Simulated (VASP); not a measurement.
# SrHfTl2F6 (Fm-3m) in VASP: single point with r2SCAN

Aim: the single point of SrHfTl2F6 with r2SCAN.

Everything below comes from runs of VASP 6.6.1. Logs are shortened: lines on timing, memory, paths and dates and some standing lists are left out, and cuts for length are marked.

### Step 1. The cell of the first run

It takes space group Fm-3m (No. 225, cubic). The conventional cell has a = 9.162 Å, b = 9.162 Å, c = 9.162 Å, α = 90.00°, β = 90.00°, γ = 90.00°. Within 4.3 Å of Tl (site symmetry -43m) lie 12 F at 3.25 Å and 4 Sr at 3.97 Å and 4 Hf at 3.97 Å. Within 2.7 Å of F (site symmetry 4mm) lie 1 Hf at 2.03 Å and 1 Sr at 2.55 Å. Within 3.4 Å of Sr (site symmetry m-3m) lie 6 F at 2.55 Å. Hf (site symmetry m-3m) has 6 F at 2.03 Å within 2.7 Å.

### Step 2. Single point, r2SCAN

POSCAR reads:

```
SrHfTl2F6
1.0
    0.0000000000      4.5810395574      4.5810395574
    4.5810395574      0.0000000000      4.5810395574
    4.5810395574      4.5810395574      0.0000000000
Tl F Sr Hf
2 6 1 1
Direct
    0.2500000000      0.2500000000      0.2500000000
    0.7500000000      0.7500000000      0.7500000000
    0.7788077447      0.2211922553      0.2211922553
    0.2211922553      0.7788077447      0.2211922553
    0.2211922553      0.7788077447      0.7788077447
    0.7788077447      0.2211922553      0.7788077447
    0.2211922553      0.2211922553      0.7788077447
    0.7788077447      0.7788077447      0.2211922553
    0.5000000000      0.5000000000      0.5000000000
    0.0000000000      0.0000000000      0.0000000000
```

INCAR.step1 reads:

```
SYSTEM = SrHfTl2F6
ALGO     = Normal         ! electronic algorithm
EDIFF    = 1E-4           ! SCF threshold, eV
ENCUT    = 520            ! plane-wave cutoff, eV
GGA      = PE             ! functional
ISMEAR   = 0              ! smearing method
LASPH    = .TRUE.         ! aspherical terms in the spheres
LCHARG   = .FALSE.        ! write CHGCAR
LREAL    = .FALSE.        ! projectors in reciprocal space
LWAVE    = .TRUE.         ! write WAVECAR
NBANDS   = 55             ! bands
NELM     = 100            ! most SCF steps
PREC     = Accurate       ! precision mode
SIGMA    = 0.0111         ! smearing width, eV
```

INCAR.step2 reads:

```
SYSTEM = SrHfTl2F6
ALGO     = Normal         ! electronic algorithm
EDIFF    = 1E-6           ! SCF threshold, eV
ENCUT    = 520            ! plane-wave cutoff, eV
ISIF     = 2              ! what is computed and relaxed
ISMEAR   = 0              ! smearing method
ISTART   = 1            
LASPH    = .TRUE.         ! aspherical terms in the spheres
LCHARG   = .FALSE.        ! write CHGCAR
LMIXTAU  = .TRUE.       
LREAL    = .FALSE.        ! projectors in reciprocal space
LWAVE    = .FALSE.        ! write WAVECAR
METAGGA  = R2SCAN         ! meta-GGA
NBANDS   = 55             ! bands
NELM     = 100            ! most SCF steps
PREC     = Accurate       ! precision mode
SIGMA    = 0.0111         ! smearing width, eV
```

KPOINTS reads:

```
k-points
0
G
  5 5 5
  0 0 0
```

Potentials or basis: VASP PAW PBE potentials, release 64 (Tl_d, F, Sr_sv, Hf_pv).

Command:

```console
$ cat potpaw_PBE.64/Tl_d/POTCAR potpaw_PBE.64/F/POTCAR potpaw_PBE.64/Sr_sv/POTCAR potpaw_PBE.64/Hf_pv/POTCAR > POTCAR
$ cp INCAR.step1 INCAR
$ mpirun -np 1 vasp_std > vasp.out
$ cp INCAR.step2 INCAR
$ mpirun -np 1 vasp_std > vasp.out
```

OUTCAR:

```text
SYSTEM = SrHfTl2F6
   EDIFF = 1E-6
   ENCUT = 520
   ISIF = 2
   ISMEAR = 0
   ISTART = 1
   LASPH = .TRUE.
   LREAL = .FALSE.
   METAGGA = R2SCAN
   NELM = 100
   PREC = Accurate

 ion  position               nearest neighbor table
   1  0.250  0.250  0.250-  10 3.97  10 3.97  10 3.97   9 3.97   9 3.97   9 3.97  10 3.97   9 3.97

   2  0.750  0.750  0.750-   9 3.97   9 3.97   9 3.97  10 3.97  10 3.97  10 3.97  10 3.97   9 3.97

   3  0.779  0.221  0.221-  10 2.03   9 2.55
   4  0.221  0.779  0.221-  10 2.03   9 2.55
   5  0.221  0.779  0.779-  10 2.03   9 2.55
   6  0.779  0.221  0.779-  10 2.03   9 2.55
   7  0.221  0.221  0.779-  10 2.03   9 2.55
   8  0.779  0.779  0.221-  10 2.03   9 2.55
   9  0.500  0.500  0.500-   3 2.55   4 2.55   5 2.55   6 2.55   7 2.55   8 2.55   1 3.97   1 3.97
                             1 3.97   2 3.97   2 3.97   2 3.97   2 3.97   1 3.97
  10  0.000  0.000  0.000-   3 2.03   4 2.03   5 2.03   6 2.03   7 2.03   8 2.03   2 3.97   2 3.97
                             2 3.97   1 3.97   1 3.97   1 3.97   2 3.97   1 3.97

  LATTYP: Found a face centered cubic cell.
 ALAT       =     9.1620791148

  Lattice vectors:

 A1 = (   0.0000000000,   4.5810395574,   4.5810395574)
 A2 = (   4.5810395574,   0.0000000000,   4.5810395574)
 A3 = (   4.5810395574,   4.5810395574,   0.0000000000)

Analysis of symmetry for initial positions (statically):
=====================================================================
 Subroutine PRICEL returns:
 Original cell was already a primitive cell.

 Routine SETGRP: Setting up the symmetry group for a
 face centered cubic supercell.

 Subroutine GETGRP returns: Found 48 space group operations
 (whereof 48 operations were pure point group operations)
 out of a pool of 48 trial point group operations.

The static configuration has the point symmetry O_h .

Analysis of symmetry for dynamics (positions and initial velocities):
=====================================================================
 Subroutine PRICEL returns:
 Original cell was already a primitive cell.

 Routine SETGRP: Setting up the symmetry group for a
 face centered cubic supercell.

 Subroutine GETGRP returns: Found 48 space group operations
 (whereof 48 operations were pure point group operations)
 out of a pool of 48 trial point group operations.

The dynamic configuration has the point symmetry O_h .

 Subroutine INISYM returns: Found 48 space group operations
 (whereof 48 operations are pure point group operations),
 and found     1 'primitive' translations

----------------------------------------------------------------------------------------

                                     Primitive cell

  volume of cell :     192.2747

  direct lattice vectors                    reciprocal lattice vectors
     0.000000000  4.581039557  4.581039557    -0.109145532  0.109145532  0.109145532
     4.581039557  0.000000000  4.581039557     0.109145532 -0.109145532  0.109145532
     4.581039557  4.581039557  0.000000000     0.109145532  0.109145532 -0.109145532

  length of vectors
     6.478568272  6.478568272  6.478568272     0.189045607  0.189045607  0.189045607

  position of ions in fractional coordinates (direct lattice)
     0.250000000  0.250000000  0.250000000
     0.750000000  0.750000000  0.750000000
     0.778807745  0.221192255  0.221192255
     0.221192255  0.778807745  0.221192255
     0.221192255  0.778807745  0.778807745
     0.778807745  0.221192255  0.778807745
     0.221192255  0.221192255  0.778807745
     0.778807745  0.778807745  0.221192255
     0.500000000  0.500000000  0.500000000
     0.000000000  0.000000000  0.000000000

  ion indices of the primitive-cell ions
   primitive index   ion index
                 1           1
                 2           2
                 3           3
                 4           4
                 5           5
                 6           6
                 7           7
                 8           8
                 9           9
                10          10

----------------------------------------------------------------------------------------

 KPOINTS: k-points

Automatic generation of k-mesh.
 Grid dimensions read from file:
 generate k-points for:    5    5    5

 Generating k-lattice:

  Cartesian coordinates                     Fractional coordinates (reciprocal lattice)
    -0.021829106  0.021829106  0.021829106     0.200000000  0.000000000  0.000000000
     0.021829106 -0.021829106  0.021829106     0.000000000  0.200000000  0.000000000
     0.021829106  0.021829106 -0.021829106     0.000000000  0.000000000  0.200000000

  Length of vectors
     0.037809121  0.037809121  0.037809121

  Shift w.r.t. Gamma in fractional coordinates (k-lattice)
     0.000000000  0.000000000  0.000000000

 Subroutine IBZKPT returns following result:
 ===========================================

 Found     10 irreducible k-points:

 Following reciprocal coordinates:
            Coordinates               Weight
  0.000000  0.000000  0.000000      1.000000
  0.200000  0.000000  0.000000      8.000000
  0.400000  0.000000  0.000000      8.000000
  0.200000  0.200000  0.000000      6.000000
  0.400000  0.200000  0.000000     24.000000
 -0.400000  0.200000  0.000000     24.000000
 -0.200000  0.200000  0.000000     12.000000
  0.400000  0.400000  0.000000      6.000000
 -0.400000  0.400000  0.000000     12.000000
 -0.400000  0.400000  0.200000     24.000000
   k-points           NKPTS =     10   k-points in BZ     NKDIM =     10   number of bands    NBANDS=     55
   number of dos      NEDOS =    301   number of ions     NIONS =     10
   total plane-waves  NPLWV = 110592
   dimension x,y,z NGX =    48 NGY =   48 NGZ =   48
   dimension x,y,z NGXF=    96 NGYF=   96 NGZF=   96
   ions per type =               2   6   1   1
   NGX,Y,Z   is equivalent  to a cutoff of  12.32, 12.32, 12.32 a.u.
   NGXF,Y,Z  is equivalent  to a cutoff of  24.63, 24.63, 24.63 a.u.
 SYSTEM =  SrHfTl2F6
   PREC   = accura    normal or accurate (medium, high low for compatibility)
   ISTART =      1    job   : 0-new  1-cont  2-samecut
   ICHARG =      0    charge: 1-file 2-atom 10-const
   ISPIN  =      1    spin polarized calculation?
   LNONCOLLINEAR =      F non collinear calculations
   LSORBIT =      F    spin-orbit coupling
   LASPH  =      T    aspherical Exc in radial PAW
   ENCUT  =  520.0 eV  38.22 Ry    6.18 a.u.  12.05 12.05 12.05*2*pi/ulx,y,z
   NELM   =    100;   NELMIN=  2; NELMDL=  0     # of ELM steps
   EDIFF  = 0.1E-05   stopping-criterion for ELM
   LREAL  =      F    real-space projection
   EDIFFG = 0.1E-04   stopping-criterion for IOM
   NSW    =      0    number of steps for IOM
   IBRION =     -1    ionic relax: 0-MD 1-quasi-New 2-CG
   NFREE  =      0    steps in history (QN), initial steepest desc. (CG)
   ISIF   =      2    stress and relaxation
   ISYM   =      2    0-nonsym 1-usesym 2-fastsym
   POTIM  = 0.5000    time-step for ionic-motion
   TEBEG  =    0.0;   TEEND  =   0.0 temperature during run
   PSTRESS=    0.0 pullay stress
   NELECT =      88.0000    total number of electrons
   NUPDOWN=      -1.0000    fix difference up-down
   EMIN   =  10.00;   EMAX   =-10.00  energy-range for DOS
   EFERMI =   0.00;   METHOD = LEGACY
   ISMEAR =     0;   SIGMA  =   0.01  broadening in eV -4-tet -1-fermi 0-gaus
   EFERMI_NEDOS =   21; number of points for ismear=-14 and -15
   IALGO  =     38    algorithm
   IMIX   =      4    mixing-type and parameters
     AMIX     =   0.40;   BMIX     =  1.00
     AMIX_MAG =   1.60;   BMIX_MAG =  1.00
  volume/ion in A,a.u.               =      19.23       129.75
  Fermi-wavevector in a.u.,A,eV,Ry     =   1.261619  2.384115 21.656168  1.591683
  Thomas-Fermi vector in A             =   2.395069
   LORBIT       =      0    0 simple, 1 ext, 2 COOP (PROOUT), +10 PAW based schemes
   METAGGA = R2SCAN    functional components
   LHFCALC =     F    Hartree Fock is set to
   AEXX    =    0.0000 exact exchange contribution
   IVDW    =     0    specifies the selected vdW correction
   LEPSILON=     F    determine dielectric tensor
   LRPA    =     F    only Hartree local field effects (RPA)
 non-spin polarized calculation
 Gauss-broadening in eV      SIGMA  =   0.01
  energy-cutoff  :      520.00
  volume of cell :      192.27
 maximum number of plane-waves:      5194
   NGX = 25   NGY = 25   NGZ = 25

 number of electron      87.9999997 magnetization

 Free energy of the ion-electron system (eV)
  ---------------------------------------------------
  ext. energy  EPLUGINS =         0.00000000
  ---------------------------------------------------
  free energy    TOTEN  =      -214.86743544 eV

  energy without entropy =     -214.86720229  energy(sigma->0) =     -214.86731887

 E-fermi :   4.9661     XC(G=0):  -9.7042

 val. band max:        4.9552755040   @ k =  -0.4000   0.4000   0.0000
 cond. band min:       4.9947484610   @ k =  -0.4000   0.2000   0.0000
 fundamental gap:      0.0394729570
 Fermi energy:         4.9661169438

 k-point     1 :       0.0000    0.0000    0.0000
  band No.  band energies     occupation
      1     -33.8314      2.00000
      2     -31.1103      2.00000
      3     -31.1103      2.00000
      4     -31.1103      2.00000
      5     -23.3402      2.00000
      6     -23.1953      2.00000
[... 47 lines left out ...]
     54       8.4093      0.00000
     55       9.0359      0.00000

 k-point     2 :       0.2000    0.0000    0.0000
  band No.  band energies     occupation
      1     -33.8314      2.00000
      2     -31.1103      2.00000
      3     -31.1103      2.00000
      4     -31.1102      2.00000
      5     -23.3480      2.00000
      6     -23.2053      2.00000
[... 47 lines left out ...]
     54       8.8556      0.00000
     55       8.8556      0.00000
[... 404 lines left out ...]
     54       8.7262      0.00000
     55       8.8385      0.00000

 k-point    10 :      -0.4000    0.4000    0.2000
  band No.  band energies     occupation
      1     -33.8314      2.00000
      2     -31.1105      2.00000
      3     -31.1104      2.00000
      4     -31.1102      2.00000
      5     -23.3456      2.00000
      6     -23.2136      2.00000
[... 47 lines left out ...]
     54       8.6972      0.00000
     55       8.9792      0.00000

------------------------ aborting loop because EDIFF is reached ----------------------------------------

  FORCE on cell =-STRESS in cart. coord.  units (eV):
  Direction    XX          YY          ZZ          XY          YZ          ZX
  --------------------------------------------------------------------------------------
  -------------------------------------------------------------------------------------
  Total       -1.0403333     -1.0403333     -1.0403333     -0.0000000     -0.0000000      0.0000000
  in kB       -8.6688393     -8.6688393     -8.6688393     -0.0000000     -0.0000000      0.0000000
  external PRESSURE =      -8.6688393 kB  Pullay stress =       0.0000000 kB

 VOLUME and BASIS-vectors are now :
 -----------------------------------------------------------------------------
  energy-cutoff  :      520.00
  volume of cell :      192.27
      direct lattice vectors                 reciprocal lattice vectors
     0.000000000  4.581039557  4.581039557    -0.109145532  0.109145532  0.109145532
     4.581039557  0.000000000  4.581039557     0.109145532 -0.109145532  0.109145532
     4.581039557  4.581039557  0.000000000     0.109145532  0.109145532 -0.109145532

 POSITION                                       TOTAL-FORCE (eV/Angst)
 -----------------------------------------------------------------------------------
      2.29052      2.29052      2.29052        -0.000000     -0.000000     -0.000000
      6.87156      6.87156      6.87156        -0.000000     -0.000000     -0.000000
      2.02658      4.58104      4.58104        -0.216998     -0.000000     -0.000000
      4.58104      2.02658      4.58104        -0.000000     -0.216998     -0.000000
      7.13550      4.58104      4.58104         0.216998     -0.000000     -0.000000
      4.58104      7.13550      4.58104        -0.000000      0.216998     -0.000000
      4.58104      4.58104      2.02658        -0.000000     -0.000000     -0.216998
      4.58104      4.58104      7.13550        -0.000000     -0.000000      0.216998
      4.58104      4.58104      4.58104        -0.000000     -0.000000     -0.000000
      0.00000      0.00000      0.00000        -0.000000     -0.000000     -0.000000
 -----------------------------------------------------------------------------------
    total drift:                               -0.000000     -0.000000     -0.000000

  FREE ENERGIE OF THE ION-ELECTRON SYSTEM (eV)
  ---------------------------------------------------
  free  energy   TOTEN  =      -214.8674354367 eV

  energy  without entropy=     -214.8672022950  energy(sigma->0) =     -214.86731887
```

Run time: 6.4 min. Hardware: 1 thread of Intel Xeon Platinum 8375C at 2.90GHz (Ice Lake), shared host; peak memory 0.43 GiB.

Results:

| Property | Result |
| --- | --- |
| Free energy | -214.8674 eV |
| Pressure | -0.9 GPa |
| Largest force | 0.217 eV/Å |
| Band gap on the k mesh | zero (band 44 reaches 5.29 eV, above the bottom of band 45 at 4.69 eV) |

Forces on the atoms (eV/Å):
```
Tl   0.000  0.000  0.000
Tl   0.000  0.000  0.000
F   -0.217  0.000  0.000
F    0.000 -0.217  0.000
F    0.217  0.000  0.000
F    0.000  0.217  0.000
F    0.000  0.000 -0.217
F    0.000  0.000  0.217
Sr   0.000  0.000  0.000
Hf   0.000  0.000  0.000
```

Caveat: the PAW data sets were made with another functional, which shifts forces and pressure a little; spin-orbit coupling is left out, which moves the levels of the heavy elements.
